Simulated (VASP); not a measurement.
# Y (P6_3/mmc) in VASP: a series of runs

The runs below take Y through single point, relaxation of cell and atoms, with LDA.

Program: VASP 6.6.1. These are calculated values, not measurements. Logs are shortened: lines on timing, memory, paths and dates and some standing lists are left out, and cuts for length are marked.

**1. The cell of the first run**

Symmetry: P6_3/mmc, No. 194, hexagonal system. The conventional cell has a = 3.517 Å, b = 3.517 Å, c = 5.563 Å, α = 90.00°, β = 90.00°, γ = 120.00°. Within 4.5 Å of Y (site symmetry -6m2) lie 12 Y at 3.44 to 3.52 Å.

**2. Single point, LDA**

Contents of INCAR:

```
PREC = Accurate
ENCUT = 520
EDIFF = 1E-6
ISMEAR = 0
SIGMA = 0.05
LREAL = F
LASPH = T
NELM = 60
ALGO = Normal
ISIF = 2
LWAVE = F
LCHARG = T
GGA = CA
LELF = T
LVHAR = T
NBANDS = 18
```

Contents of KPOINTS:

```
regular mesh
0
Gamma
  8 8 5
```

Contents of POSCAR:

```
Y
1.0
    3.5168086118      0.0000000000      0.0000000000
   -1.7584043059      3.0456455980      0.0000000000
    0.0000000000      0.0000000000      5.5625057830
Y
2
Direct
    0.3333333333      0.6666666667      0.2500000000
    0.6666666667      0.3333333333      0.7500000000
```

Potentials or basis: VASP PAW LDA potentials, release 64 (Y_sv).

Command:

```sh
$ cat potpaw_LDA.64/Y_sv/POTCAR > POTCAR
$ mpirun -np 1 vasp_std > vasp.out
```

OUTCAR:

```text
PREC = Accurate
   ENCUT = 520
   EDIFF = 1E-6
   ISMEAR = 0
   LREAL = F
   LASPH = T
   NELM = 60
   ISIF = 2
   GGA = CA

 ion  position               nearest neighbor table
   1  0.333  0.667  0.250-   2 3.44   2 3.44   2 3.44   2 3.44   2 3.44   2 3.44
   2  0.667  0.333  0.750-   1 3.44   1 3.44   1 3.44   1 3.44   1 3.44   1 3.44

  LATTYP: Found a hexagonal cell.
 ALAT       =     3.5168086118
 C/A-ratio  =     1.5816913563

  Lattice vectors:

 A1 = (   3.5168086118,   0.0000000000,   0.0000000000)
 A2 = (  -1.7584043059,   3.0456455980,   0.0000000000)
 A3 = (   0.0000000000,   0.0000000000,   5.5625057830)

Analysis of symmetry for initial positions (statically):
=====================================================================
 Subroutine PRICEL returns:
 Original cell was already a primitive cell.

 Routine SETGRP: Setting up the symmetry group for a
 hexagonal supercell.

 Subroutine GETGRP returns: Found 24 space group operations
 (whereof 12 operations were pure point group operations)
 out of a pool of 24 trial point group operations.

The static configuration has the point symmetry D_3d.
 The point group associated with its full space group is D_6h.

Analysis of symmetry for dynamics (positions and initial velocities):
=====================================================================
 Subroutine PRICEL returns:
 Original cell was already a primitive cell.

 Routine SETGRP: Setting up the symmetry group for a
 hexagonal supercell.

 Subroutine GETGRP returns: Found 24 space group operations
 (whereof 12 operations were pure point group operations)
 out of a pool of 24 trial point group operations.

The dynamic configuration has the point symmetry D_3d.
 The point group associated with its full space group is D_6h.

 Subroutine INISYM returns: Found 24 space group operations
 (whereof 12 operations are pure point group operations),
 and found     1 'primitive' translations

----------------------------------------------------------------------------------------

                                     Primitive cell

  volume of cell :      59.5797

  direct lattice vectors                    reciprocal lattice vectors
     3.516808612  0.000000000  0.000000000     0.284348712  0.164168806  0.000000000
    -1.758404306  3.045645598  0.000000000     0.000000000  0.328337611  0.000000000
     0.000000000  0.000000000  5.562505783     0.000000000  0.000000000  0.179775094

  length of vectors
     3.516808612  3.516808612  5.562505783     0.328337611  0.328337611  0.179775094

  position of ions in fractional coordinates (direct lattice)
     0.333333333  0.666666667  0.250000000
     0.666666667  0.333333333  0.750000000

  ion indices of the primitive-cell ions
   primitive index   ion index
                 1           1
                 2           2

----------------------------------------------------------------------------------------

 KPOINTS: regular mesh

Automatic generation of k-mesh.
 Grid dimensions read from file:
 generate k-points for:    8    8    5

 Generating k-lattice:

  Cartesian coordinates                     Fractional coordinates (reciprocal lattice)
     0.035543589  0.020521101  0.000000000     0.125000000  0.000000000  0.000000000
     0.000000000  0.041042201  0.000000000     0.000000000  0.125000000  0.000000000
     0.000000000  0.000000000  0.035955019     0.000000000  0.000000000  0.200000000

  Length of vectors
     0.041042201  0.041042201  0.035955019

  Shift w.r.t. Gamma in fractional coordinates (k-lattice)
     0.000000000  0.000000000  0.000000000

 Subroutine IBZKPT returns following result:
 ===========================================

 Found     30 irreducible k-points:

 Following reciprocal coordinates:
            Coordinates               Weight
  0.000000  0.000000  0.000000      1.000000
  0.125000 -0.000000  0.000000      6.000000
  0.250000 -0.000000  0.000000      6.000000
  0.375000 -0.000000  0.000000      6.000000
  0.500000 -0.000000  0.000000      3.000000
  0.125000  0.125000  0.000000      6.000000
[... 16 lines left out ...]
  0.250000 -0.000000  0.400000     12.000000
  0.375000 -0.000000  0.400000     12.000000
 [... further k-points ...]
   k-points           NKPTS =     30   k-points in BZ     NKDIM =     30   number of bands    NBANDS=     18
   number of dos      NEDOS =    301   number of ions     NIONS =      2
   total plane-waves  NPLWV =  32928
   dimension x,y,z NGX =    28 NGY =   28 NGZ =   42
   dimension x,y,z NGXF=    56 NGYF=   56 NGZF=   84
   ions per type =               2
   NGX,Y,Z   is equivalent  to a cutoff of  13.24, 13.24, 12.55 a.u.
   NGXF,Y,Z  is equivalent  to a cutoff of  26.47, 26.47, 25.10 a.u.
 SYSTEM =  unknown system
   PREC   = accura    normal or accurate (medium, high low for compatibility)
   ISTART =      0    job   : 0-new  1-cont  2-samecut
   ICHARG =      2    charge: 1-file 2-atom 10-const
   ISPIN  =      1    spin polarized calculation?
   LNONCOLLINEAR =      F non collinear calculations
   LSORBIT =      F    spin-orbit coupling
   LASPH  =      T    aspherical Exc in radial PAW
   ENCUT  =  520.0 eV  38.22 Ry    6.18 a.u.   6.54  6.54 10.34*2*pi/ulx,y,z
   NELM   =     60;   NELMIN=  2; NELMDL= -5     # of ELM steps
   EDIFF  = 0.1E-05   stopping-criterion for ELM
   LREAL  =      F    real-space projection
   EDIFFG = 0.1E-04   stopping-criterion for IOM
   NSW    =      0    number of steps for IOM
   IBRION =     -1    ionic relax: 0-MD 1-quasi-New 2-CG
   NFREE  =      0    steps in history (QN), initial steepest desc. (CG)
   ISIF   =      2    stress and relaxation
   ISYM   =      2    0-nonsym 1-usesym 2-fastsym
   POTIM  = 0.5000    time-step for ionic-motion
   TEBEG  =    0.0;   TEEND  =   0.0 temperature during run
   PSTRESS=    0.0 pullay stress
   NELECT =      22.0000    total number of electrons
   NUPDOWN=      -1.0000    fix difference up-down
   EMIN   =  10.00;   EMAX   =-10.00  energy-range for DOS
   EFERMI =   0.00;   METHOD = LEGACY
   ISMEAR =     0;   SIGMA  =   0.05  broadening in eV -4-tet -1-fermi 0-gaus
   EFERMI_NEDOS =   21; number of points for ismear=-14 and -15
   IALGO  =     38    algorithm
   IMIX   =      4    mixing-type and parameters
     AMIX     =   0.40;   BMIX     =  1.00
     AMIX_MAG =   1.60;   BMIX_MAG =  1.00
  volume/ion in A,a.u.               =      29.79       201.03
  Fermi-wavevector in a.u.,A,eV,Ry     =   1.174491  2.219465 18.768259  1.379428
  Thomas-Fermi vector in A             =   2.310887
   LORBIT       =      0    0 simple, 1 ext, 2 COOP (PROOUT), +10 PAW based schemes
   GGA     = CA    functional components
   LHFCALC =     F    Hartree Fock is set to
   AEXX    =    0.0000 exact exchange contribution
   IVDW    =     0    specifies the selected vdW correction
   LEPSILON=     F    determine dielectric tensor
   LRPA    =     F    only Hartree local field effects (RPA)
 non-spin polarized calculation
 Gauss-broadening in eV      SIGMA  =   0.05
  energy-cutoff  :      520.00
  volume of cell :       59.58
 maximum number of plane-waves:      1640
 NGX is ok and might be reduce to    28
   NGX = 13   NGY = 13   NGZ = 21

 number of electron      22.0000001 magnetization

 Free energy of the ion-electron system (eV)
  ---------------------------------------------------
  ext. energy  EPLUGINS =         0.00000000
  ---------------------------------------------------
  free energy    TOTEN  =       -13.88149180 eV

  energy without entropy =      -13.87332544  energy(sigma->0) =      -13.87740862

 E-fermi :   3.2932     XC(G=0): -10.0274

 val. band max:        3.2711340128   @ k =   0.3750   0.1250   0.2000
 cond. band min:       3.3091233658   @ k =   0.2500  -0.0000   0.4000
 fundamental gap:      0.0379893530
 Fermi energy:         3.2932176847

 k-point     1 :       0.0000    0.0000    0.0000
  band No.  band energies     occupation
      1     -38.8995      2.00000
      2     -38.7883      2.00000
      3     -19.4325      2.00000
      4     -18.7659      2.00000
      5     -18.7659      2.00000
      6     -18.6482      2.00000
[... 10 lines left out ...]
     17       6.3094      0.00000
     18       6.3094      0.00000

 k-point     2 :       0.1250   -0.0000    0.0000
  band No.  band energies     occupation
      1     -38.8874      2.00000
      2     -38.7838      2.00000
      3     -19.3944      2.00000
      4     -18.8464      2.00000
      5     -18.7923      2.00000
      6     -18.7319      2.00000
[... 10 lines left out ...]
     17       5.9846      0.00000
     18       6.1043      0.00000

 k-point     3 :       0.2500   -0.0000    0.0000
  band No.  band energies     occupation
      1     -38.8569      2.00000
      2     -38.7740      2.00000
      3     -19.2915      2.00000
      4     -19.0409      2.00000
      5     -18.9228      2.00000
      6     -18.8524      2.00000
[... 10 lines left out ...]
     17       6.6849      0.00000
     18       7.0268      0.00000

 k-point     4 :       0.3750   -0.0000    0.0000
  band No.  band energies     occupation
      1     -38.8223      2.00000
      2     -38.7680      2.00000
      3     -19.2344      2.00000
      4     -19.1595      2.00000
      5     -19.1008      2.00000
      6     -18.9090      2.00000
[... 375 lines left out ...]
      4     -18.9513      2.00000
      5     -18.7830      2.00000
      6     -18.7466      2.00000
[... 10 lines left out ...]
     17       7.4770      0.00000
     18       7.5632      0.00000

 k-point    23 :       0.2500   -0.0000    0.4000
  band No.  band energies     occupation
      1     -38.8284      2.00000
      2     -38.8028      2.00000
      3     -19.2084      2.00000
      4     -19.0995      2.00000
      5     -18.8714      2.00000
      6     -18.7960      2.00000
[... 10 lines left out ...]
     17       7.5411      0.00000
     18       7.6705      0.00000

 k-point    24 :       0.3750   -0.0000    0.4000
  band No.  band energies     occupation
      1     -38.8036      2.00000
      2     -38.7868      2.00000
      3     -19.3235      2.00000
      4     -19.2656      2.00000
      5     -18.8793      2.00000
      6     -18.8439      2.00000
[... 10 lines left out ...]
     17       8.1759      0.00000
     18       8.3478      0.00000

 [... further k-points ...]
[... 5 lines left out ...]
  --------------------------------------------------------------------------------------
  -------------------------------------------------------------------------------------
  Total       -0.0537112     -0.0537112     -0.0507660     -0.0000000     -0.0000000     -0.0000000
  in kB       -1.4443647     -1.4443647     -1.3651653     -0.0000000     -0.0000000     -0.0000000
  external PRESSURE =      -1.4179649 kB  Pullay stress =       0.0000000 kB

 VOLUME and BASIS-vectors are now :
 -----------------------------------------------------------------------------
  energy-cutoff  :      520.00
  volume of cell :       59.58
      direct lattice vectors                 reciprocal lattice vectors
     3.516808612  0.000000000  0.000000000     0.284348712  0.164168806  0.000000000
    -1.758404306  3.045645598  0.000000000     0.000000000  0.328337611  0.000000000
     0.000000000  0.000000000  5.562505783     0.000000000  0.000000000  0.179775094

 POSITION                                       TOTAL-FORCE (eV/Angst)
 -----------------------------------------------------------------------------------
     -0.00000      2.03043      1.39063        -0.000000      0.000000      0.000000
      1.75840      1.01522      4.17188         0.000000     -0.000000      0.000000
 -----------------------------------------------------------------------------------
    total drift:                                0.000000     -0.000000      0.000000

  FREE ENERGIE OF THE ION-ELECTRON SYSTEM (eV)
  ---------------------------------------------------
  free  energy   TOTEN  =       -13.8814918015 eV

  energy  without entropy=      -13.8733254418  energy(sigma->0) =      -13.87740862
```

It took 21 s on 1 thread of AMD EPYC 7R13 (Zen 3), shared host; peak memory 0.15 GiB.

What came out:

| Item | Value |
| --- | --- |
| Free energy | -13.8815 eV |
| Pressure | -0.1 GPa |
| Band gap on the k mesh | zero (band 11 reaches 4.56 eV, above the bottom of band 12 at 2.96 eV) |

Levels at points of the mesh, in eV from the Fermi level:
```csv
k point,band 8,band 9,band 10,band 11,band 12,band 13,band 14,band 15
"(0.00, 0.00, 0.00)",-21.90,-4.79,-2.01,1.27,1.82,1.82,2.08,2.48
"(0.50, 0.00, 0.00)",-22.02,-1.68,-1.36,-0.96,0.18,1.54,1.54,2.23
```

**3. Relaxation of cell and atoms, LDA**

This run uses another cell than the first one, of 33.01 Å³/atom, 1.108 times its volume.

Contents of INCAR:

```
SYSTEM = Y
  PREC = Accurate
  ENCUT = 600
  EDIFF = 1E-7
  ISMEAR = 0
  SIGMA = 0.05
  LREAL = .FALSE.
  LASPH = .TRUE.
  NELM = 80
  ALGO = Normal
  ISIF = 3
  LWAVE = .FALSE.
  LCHARG = .FALSE.
  GGA = CA
  IBRION = 2
  NSW = 80
  EDIFFG = -0.01
```

Contents of KPOINTS:

```
regular mesh
0
G
  8 8 5
  0 0 0
```

Contents of POSCAR:

```
Y
1.0
    3.6474000000      0.0000000000      0.0000000000
   -1.8237000000      3.1587410578      0.0000000000
    0.0000000000      0.0000000000      5.7306000000
Y
2
Direct
    0.3333330000      0.6666670000      0.2500000000
    0.6666670000      0.3333330000      0.7500000000
```

Potentials or basis: VASP PAW LDA potentials, release 64 (Y_sv).

Command:

```sh
$ cat potpaw_LDA.64/Y_sv/POTCAR > POTCAR
$ mpirun -np 1 vasp_std > vasp.out
```

It took 6.7 min on 1 thread of AMD EPYC 7R13 (Zen 3), shared host; peak memory 0.17 GiB.

The run converged. Its results:

```yaml
Free_energy: -13.8819 eV
Relaxed_volume: 29.70 Å³/atom
Relaxed_cell: a = 3.513 Å, b = 3.513 Å, c = 5.558 Å, α = 90.00°, β = 90.00°, γ = 120.00°
Space_group_after_relaxing_to_0.05_Å: P6_3/mmc (No. 194)
Energy_gained_by_relaxing: 42.0 meV/atom
Ionic_steps: 9
Pressure_after_relaxing: 0.0 GPa
Band_gap_on_the_k_mesh: zero (band 11 reaches 4.59 eV, above the bottom of band 12 at 2.97 eV)
```

The path:
```csv
step,energy change (eV),largest force (eV/Å),pressure (GPa),volume (Å³)
1,0.0000,0.0000,-3.87,66.02
2,-0.0820,0.0000,0.56,58.69
3,-0.0834,0.0000,0.00,59.47
4,-0.0834,0.0000,-0.08,59.60
5,-0.0836,0.0000,-0.09,59.58
6,-0.0839,0.0000,-0.10,59.51
7,-0.0839,0.0000,-0.10,59.53
8,-0.0839,0.0000,0.06,59.29
9,-0.0839,0.0000,0.00,59.39
```

Final structure:
```
Y
1.0
     3.51260    0.00000    0.00000
    -1.75630    3.04200    0.00000
     0.00000    0.00000    5.55846
Y
2
Direct
  0.33333 0.66667 0.25000
  0.66667 0.33333 0.75000
```

Levels at points of the mesh, in eV from the Fermi level:
```tsv
k point	band 7	band 8	band 9	band 10	band 11	band 12	band 13	band 14	band 15
(0.00, 0.00, 0.00)	-21.93	-21.89	-4.80	-2.02	1.28	1.82	1.82	2.08	2.49
(0.50, 0.00, 0.00)	-22.10	-22.02	-1.68	-1.37	-0.97	0.19	1.54	1.55	2.23
```

Caveat: the volume moved by -10 % from the deposited cell, more than functionals usually miss. Zero-point motion and thermal expansion aren't in these numbers.
